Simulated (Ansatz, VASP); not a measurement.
## One calculation of BeSO, two programs

```
Be S O
1.0
     3.33536    0.00000    0.00000
     0.00000    3.33536    0.00000
     0.00000    0.00000    4.39208
Be S O
1 1 1
Direct
  0.00000 0.00000 0.50000
  0.00000 0.00000 0.00000
  0.50000 0.50000 0.00000
```

Alike in both runs: task single point; functional PBE; k mesh 6 × 6 × 4; occupations gaussian, width 0.1 eV; collinear spin.

|  | VASP | Ansatz |
| --- | --- | --- |
| version | VASP 6.6.1 | Ansatz 0.2.0 |
| potentials or method | VASP PAW PBE potentials, release 64 (Be, S, O), cutoff 600 eV | scalar-relativistic, plane waves, PAW |
| valence electrons in the cell | 14 | 14 |

Ansatz gave:

| Quantity | Value |
| --- | --- |
| gap on the k mesh at the Fermi level (eV) | none |
| pressure (GPa) | -12.4 |
| traceless stress, the component that is largest in VASP (GPa) | -10.63 |
| net moment per atom (μB) | 0.03 |

Q: Estimate VASP's values.

A: gap on the k mesh at the Fermi level (eV): none; pressure (GPa): -12.5; traceless stress, the component that is largest in VASP (GPa): -10.62; net moment per atom (μB): 0.00.

A gap of «none» marks a metal or a gap that the smearing closes. Ansatz's warnings: seeded moment not kept.
